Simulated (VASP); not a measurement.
# HfB2 (P6/mmm) in VASP: further runs, part 2 of 2

VASP 6.6.1. The steps go on from the part before.

### 3 Single point, PBEsol (10.32 Å³/atom)

This run uses another cell than the first one, of 10.32 Å³/atom.

Input file INCAR:

```
PREC = Accurate ; ENCUT = 520
EDIFF = 1E-7 ; ISMEAR = 0
SIGMA = 0.1 ; LREAL = F
LASPH = T ; NELM = 80
ALGO = Normal ; ISIF = 2
LWAVE = F ; LCHARG = F
GGA = PS ; NBANDS = 15
```

Input file KPOINTS:

```
Automatic mesh
0
Gamma
  18 18 12
```

Input file POSCAR:

```
HfB2
1.0
    3.1835507218      0.0000000000      0.0000000000
   -1.5917753609      2.7570357993      0.0000000000
    0.0000000000      0.0000000000      3.5261162013
Hf B
1 2
Direct
    0.0000000000      0.0000000000      0.0000000000
    0.3333333333      0.6666666667      0.5000000000
    0.6666666667      0.3333333333      0.5000000000
```

Potentials or basis: VASP PAW PBE potentials, release 64 (Hf_pv, B).

On the command line:

```bash
> cat potpaw_PBE.64/Hf_pv/POTCAR potpaw_PBE.64/B/POTCAR > POTCAR
> mpirun -np 1 vasp_std > vasp.out
```

OUTCAR:

```text
PREC = Accurate
   ENCUT = 520
   EDIFF = 1E-7
   ISMEAR = 0
   LREAL = F
   LASPH = T
   NELM = 80
   ISIF = 2
   GGA = PS

 ion  position               nearest neighbor table
   1  0.000  0.000  0.000-   2 2.55   3 2.55   2 2.55   3 2.55   2 2.55   2 2.55   3 2.55   3 2.55
                             3 2.55   3 2.55   2 2.55   2 2.55
   2  0.333  0.667  0.500-   3 1.84   3 1.84   3 1.84   1 2.55   1 2.55   1 2.55   1 2.55   1 2.55
                             1 2.55
   3  0.667  0.333  0.500-   2 1.84   2 1.84   2 1.84   1 2.55   1 2.55   1 2.55   1 2.55   1 2.55
                             1 2.55

  LATTYP: Found a hexagonal cell.
 ALAT       =     3.1835507218
 C/A-ratio  =     1.1076048442

  Lattice vectors:

 A1 = (   3.1835507218,   0.0000000000,   0.0000000000)
 A2 = (  -1.5917753609,   2.7570357993,   0.0000000000)
 A3 = (   0.0000000000,   0.0000000000,   3.5261162013)

Analysis of symmetry for initial positions (statically):
=====================================================================
 Subroutine PRICEL returns:
 Original cell was already a primitive cell.

 Routine SETGRP: Setting up the symmetry group for a
 hexagonal supercell.

 Subroutine GETGRP returns: Found 24 space group operations
 (whereof 24 operations were pure point group operations)
 out of a pool of 24 trial point group operations.

The static configuration has the point symmetry D_6h.

Analysis of symmetry for dynamics (positions and initial velocities):
=====================================================================
 Subroutine PRICEL returns:
 Original cell was already a primitive cell.

 Routine SETGRP: Setting up the symmetry group for a
 hexagonal supercell.

 Subroutine GETGRP returns: Found 24 space group operations
 (whereof 24 operations were pure point group operations)
 out of a pool of 24 trial point group operations.

The dynamic configuration has the point symmetry D_6h.

 Subroutine INISYM returns: Found 24 space group operations
 (whereof 24 operations are pure point group operations),
 and found     1 'primitive' translations
[... 128 lines left out ...]
 non-spin polarized calculation
 Gauss-broadening in eV      SIGMA  =   0.10
  energy-cutoff  :      520.00
  volume of cell :       30.95
 maximum number of plane-waves:       848
 NGX is ok and might be reduce to    24
   NGX = 11   NGY = 11   NGZ = 13

 number of electron      16.0000000 magnetization

 Free energy of the ion-electron system (eV)
  ---------------------------------------------------
  ext. energy  EPLUGINS =         0.00000000
  ---------------------------------------------------
  free energy    TOTEN  =       -27.78747452 eV

  energy without entropy =      -27.78626624  energy(sigma->0) =      -27.78687038

 E-fermi :   7.2958     XC(G=0): -12.4923

 val. band max:        7.2621407499   @ k =   0.1111  -0.0000   0.4167
 cond. band min:       7.3409571103   @ k =   0.3889   0.2222   0.0000
 fundamental gap:      0.0788163603
 Fermi energy:         7.2958197732

 k-point     1 :       0.0000    0.0000    0.0000
  band No.  band energies     occupation
      1     -23.4697      2.00000
      2     -23.0133      2.00000
      3     -23.0133      2.00000
      4      -6.2561      2.00000
      5       4.2977      2.00000
      6       4.4264      2.00000
      7       4.4264      2.00000
      8       4.4820      2.00000
      9      11.0262      0.00000
     10      11.0262      0.00000
     11      11.6872      0.00000
     12      11.6872      0.00000
     13      11.9850      0.00000
     14      12.0569      0.00000
[... 401 lines left out ...]
      2     -23.3558      2.00000
      3     -23.2130      2.00000
      4      -2.6767      2.00000
      5      -1.0481      2.00000
      6       2.6133      2.00000
      7       3.4284      2.00000
      8       5.7448      2.00000
      9       7.6278      0.00000
     10      10.6727      0.00000
     11      11.9019      0.00000
     12      12.6635      0.00000
     13      13.9498      0.00000
     14      15.5916      0.00000
     15      17.2755      0.00000

 [... further k-points ...]

------------------------ aborting loop because EDIFF is reached ----------------------------------------

  FORCE on cell =-STRESS in cart. coord.  units (eV):
  Direction    XX          YY          ZZ          XY          YZ          ZX
  --------------------------------------------------------------------------------------
  -------------------------------------------------------------------------------------
  Total       -2.6773739     -2.6773739     -2.6480586      0.0000000      0.0000000      0.0000000
  in kB     -138.6017819   -138.6017819   -137.0841898      0.0000000      0.0000000      0.0000000
  external PRESSURE =    -138.0959179 kB  Pullay stress =       0.0000000 kB

 VOLUME and BASIS-vectors are now :
 -----------------------------------------------------------------------------
  energy-cutoff  :      520.00
  volume of cell :       30.95
      direct lattice vectors                 reciprocal lattice vectors
     3.183550722  0.000000000  0.000000000     0.314114675  0.181354192  0.000000000
    -1.591775361  2.757035799  0.000000000     0.000000000  0.362708384  0.000000000
     0.000000000  0.000000000  3.526116201     0.000000000  0.000000000  0.283598141

 POSITION                                       TOTAL-FORCE (eV/Angst)
 -----------------------------------------------------------------------------------
      0.00000      0.00000      0.00000         0.000000      0.000000      0.000000
     -0.00000      1.83802      1.76306        -0.000000      0.000000     -0.000000
      1.59178      0.91901      1.76306         0.000000      0.000000      0.000000
 -----------------------------------------------------------------------------------
    total drift:                               -0.000000      0.000000      0.000000

  FREE ENERGIE OF THE ION-ELECTRON SYSTEM (eV)
  ---------------------------------------------------
  free  energy   TOTEN  =       -27.7874745232 eV

  energy  without entropy=      -27.7862662420  energy(sigma->0) =      -27.78687038
```

OSZICAR:

```text
N       E                     dE             d eps       ncg     rms          rms(c)
DAV:   1     0.265960814610E+02    0.26596E+02   -0.79609E+03  7770   0.101E+03
DAV:   2    -0.283952471551E+02   -0.54991E+02   -0.51476E+02 10420   0.218E+02
DAV:   3    -0.299408413776E+02   -0.15456E+01   -0.15386E+01 10038   0.267E+01
DAV:   4    -0.299478510990E+02   -0.70097E-02   -0.70074E-02  9310   0.219E+00
DAV:   5    -0.299478963207E+02   -0.45222E-04   -0.45221E-04 10010   0.156E-01    0.499E+01
DAV:   6    -0.278966527462E+02    0.20512E+01   -0.25193E+00  9373   0.112E+01    0.365E+01
DAV:   7    -0.278463727023E+02    0.50280E-01   -0.84526E-01  9975   0.659E+00    0.109E+01
DAV:   8    -0.277916240249E+02    0.54749E-01   -0.21021E-01  9240   0.340E+00    0.146E+00
DAV:   9    -0.277877077382E+02    0.39163E-02   -0.18320E-02  9121   0.107E+00    0.403E-01
DAV:  10    -0.277874697193E+02    0.23802E-03   -0.80549E-04  9884   0.236E-01    0.239E-01
DAV:  11    -0.277874770192E+02   -0.72999E-05   -0.63988E-05  9611   0.589E-02    0.107E-01
DAV:  12    -0.277874744972E+02    0.25219E-05   -0.37991E-06  9191   0.143E-02    0.705E-03
DAV:  13    -0.277874745232E+02   -0.26000E-07   -0.24460E-07  9404   0.381E-03
   1 F= -.27787475E+02 E0= -.27786870E+02  d E =-.120828E-02
```

stdout:

```text
POSCAR found type information on POSCAR HfB
 POSCAR found :  2 types and       3 ions
 scaLAPACK will be used
 -----------------------------------------------------------------------------
|                                                                             |
|                                                                             |
|     You enforced a specific xc type in the INCAR file but a different       |
|     I HOPE YOU KNOW WHAT YOU ARE DOING!                                     |
|                                                                             |
 -----------------------------------------------------------------------------

 LDA part: xc-table for (Slater+PW92), standard interpolation
 POSCAR, INCAR and KPOINTS ok, starting setup
 FFT: planning ... GRIDC
 FFT: planning ... GRID_SOFT
 FFT: planning ... GRID
 WAVECAR not read
 entering main loop
```

Run time: 36 s. Hardware: 1 thread of Intel Xeon Platinum 8559C (Emerald Rapids), shared host; peak memory 0.23 GiB.

Results:

```yaml
Free_energy: -27.7875 eV
Pressure: -13.8 GPa
Band_gap_on_the_k_mesh: zero (bands 8 and 9 overlap by 1.26 eV)
```

Levels at points of the mesh, in eV from the Fermi level:
| k point | band 4 | band 5 | band 6 | band 7 | band 8 | band 9 | band 10 | band 11 | band 12 | band 13 |
| --- | --- | --- | --- | --- | --- | --- | --- | --- | --- | --- |
| (0.00, 0.00, 0.00) | -13.55 | -3.00 | -2.87 | -2.87 | -2.81 | 3.73 | 3.73 | 4.39 | 4.39 | 4.69 |
| (0.50, 0.00, 0.00) | -9.63 | -9.02 | -4.05 | -3.42 | -2.84 | 1.99 | 2.51 | 5.21 | 5.37 | 5.98 |
| (0.00, 0.00, 0.50) | -11.28 | -8.28 | -1.21 | -1.21 | 0.21 | 0.21 | 0.88 | 0.88 | 2.04 | 4.92 |
| (0.50, 0.00, 0.50) | -10.17 | -7.47 | -4.88 | -4.64 | -2.77 | 3.73 | 3.83 | 5.86 | 6.76 | 6.94 |

Caveat: the cell stands under tension; the PAW data sets were made with another functional, which shifts forces and pressure a little; spin-orbit coupling is left out, which moves the levels of the heavy elements.

### 4 Single point, PBEsol (10.71 Å³/atom)

This run uses another cell than the first one, of 10.71 Å³/atom.

Input file INCAR:

```
SYSTEM = HfB2
PREC = Accurate
ENCUT = 520
EDIFF = 1E-6
ISMEAR = 0
SIGMA = 0.1
LREAL = .FALSE.
LASPH = .TRUE.
NELM = 100
ALGO = Normal
ISIF = 2
LWAVE = .FALSE.
LCHARG = .TRUE.
GGA = PS
LELF = .TRUE.
LVHAR = .TRUE.
NBANDS = 15
```

Input file KPOINTS:

```
Automatic mesh
0
G
  18 18 12
  0 0 0
```

Input file POSCAR:

```
HfB2
1.0
    3.2190526350      0.0000000000      0.0000000000
   -1.6095263175      2.7877813580      0.0000000000
    0.0000000000      0.0000000000      3.5789104469
Hf B
1 2
Direct
    0.0000000000      0.0000000000      0.0000000000
    0.3333333333      0.6666666667      0.5000000000
    0.6666666667      0.3333333333      0.5000000000
```

On the command line:

```bash
> cat potpaw_PBE.64/Hf_pv/POTCAR potpaw_PBE.64/B/POTCAR > POTCAR
> mpirun -np 1 vasp_std > vasp.out
```

Run time: 38 s. Hardware: 1 thread of Intel Xeon Platinum 8559C (Emerald Rapids), shared host; peak memory 0.24 GiB.

It converged, with:

```
Free energy            : -27.6604 eV
Pressure               : -20.9 GPa
Band gap on the k mesh : zero (bands 8 and 9 overlap by 1.26 eV)
```

Levels at points of the mesh, in eV from the Fermi level:
| k point | band 4 | band 5 | band 6 | band 7 | band 8 | band 9 | band 10 | band 11 | band 12 | band 13 |
| --- | --- | --- | --- | --- | --- | --- | --- | --- | --- | --- |
| (0.00, 0.00, 0.00) | -13.34 | -2.93 | -2.84 | -2.77 | -2.77 | 3.56 | 3.56 | 4.17 | 4.17 | 4.47 |
| (0.50, 0.00, 0.00) | -9.44 | -8.97 | -3.94 | -3.36 | -2.73 | 1.90 | 2.40 | 4.92 | 5.15 | 5.72 |
| (0.00, 0.00, 0.50) | -11.22 | -8.14 | -1.18 | -1.18 | 0.24 | 0.24 | 0.85 | 0.85 | 1.89 | 4.84 |
| (0.50, 0.00, 0.50) | -9.99 | -7.41 | -4.73 | -4.51 | -2.81 | 3.55 | 3.58 | 5.60 | 6.36 | 6.60 |

Caveat: the cell stands under tension; the PAW data sets were made with another functional, which shifts forces and pressure a little; spin-orbit coupling is left out, which moves the levels of the heavy elements.

### 5 Relaxation of shape and atoms at fixed volume, PBEsol (9.44 Å³/atom)

This run uses another cell than the first one, of 9.44 Å³/atom.

Input file INCAR:

```
SYSTEM = HfB2
PREC = Accurate
ENCUT = 600
EDIFF = 1E-7
ISMEAR = 0
SIGMA = 0.1
LREAL = .FALSE.
LASPH = .TRUE.
NELM = 80
ALGO = Normal
ISIF = 4
LWAVE = .FALSE.
LCHARG = .FALSE.
GGA = PS
IBRION = 2
NSW = 50
EDIFFG = -0.01
```

Input file KPOINTS:

```
regular mesh
0
G
  18 18 12
  0 0 0
```

Input file POSCAR:

```
HfB2
1.0
    3.0961277831      0.0000000000      0.0000000000
   -1.5480638916      2.6813253136      0.0000000000
    0.0000000000      0.0000000000      3.4115228407
Hf B
1 2
Direct
    0.0000000000      0.0000000000      0.0000000000
    0.3333333333      0.6666666667      0.5000000000
    0.6666666667      0.3333333333      0.5000000000
```

On the command line:

```bash
> cat potpaw_PBE.64/Hf_pv/POTCAR potpaw_PBE.64/B/POTCAR > POTCAR
> mpirun -np 1 vasp_std > vasp.out
```

Run time: 73 s. Hardware: 1 thread of Intel Xeon Platinum 8559C (Emerald Rapids), shared host; peak memory 0.25 GiB.

The run converged. Its results:

* Free energy: -27.8455 eV
* Energy gained by relaxing: 0.0 meV/atom
* Ionic steps: 2
* Pressure after relaxing: 8.5 GPa
* Band gap on the k mesh: zero (bands 8 and 9 overlap by 1.28 eV)

Final structure:
```yaml
crystal:
  lattice:
    - [3.09752, 0.00000, 0.00000]
    - [-1.54876, 2.68253, 0.00000]
    - [0.00000, 0.00000, 3.40846]
  atoms:
    - { symbol: Hf, position: [0.00000, 0.00000, 0.00000] }
    - { symbol: B, position: [0.33333, 0.66667, 0.50000] }
    - { symbol: B, position: [0.66667, 0.33333, 0.50000] }
```

Levels at points of the mesh, in eV from the Fermi level:
```csv
k point,band 6,band 7,band 8,band 9,band 10,band 11
"(0.00, 0.00, 0.00)",-3.10,-3.10,-2.73,4.17,4.17,4.93
"(0.50, 0.00, 0.00)",-4.32,-3.54,-3.11,2.21,2.80,5.91
"(0.00, 0.00, 0.50)",-1.27,-1.27,0.17,0.17,0.95,0.95
"(0.50, 0.00, 0.50)",-5.24,-4.96,-2.62,4.21,4.45,6.54
```

Caveat: the PAW data sets were made with another functional, which shifts forces and pressure a little; spin-orbit coupling is left out, which moves the levels of the heavy elements.

### 6 The runs side by side

```csv
task,cell,cutoff (eV),gap on the mesh (eV),pressure (GPa)
single point,"a = 3.156, b = 3.156, c = 3.486 Å, angles 90.0, 90.0, 120.0°, 3 atoms",520,none,-7.5
single point,"a = 3.184, b = 3.184, c = 3.526 Å, angles 90.0, 90.0, 120.0°, 3 atoms",520,none,-13.8
single point,"a = 3.219, b = 3.219, c = 3.579 Å, angles 90.0, 90.0, 120.0°, 3 atoms",520,none,-20.9
relaxation of shape and atoms at fixed volume,"relaxed from a = 3.096, b = 3.096, c = 3.412 Å, angles 90.0, 90.0, 120.0°, 3 atoms",600,none,8.5
```

Alike in all rows: level PBEsol; potentials or basis VASP PAW PBE potentials, release 64 (Hf_pv, B); no spin polarisation; k mesh 18 × 18 × 12; smearing gaussian 0.1 eV.

Caveats: the PAW data sets were made with another functional, which shifts forces and pressure a little; spin-orbit coupling is left out, which moves the levels of the heavy elements; the cell stands under tension (at least some runs).

Absolute energies hang on the potentials; compare differences alone.

The gap in the log of VASP goes by the Fermi energy; the results here count the filled bands.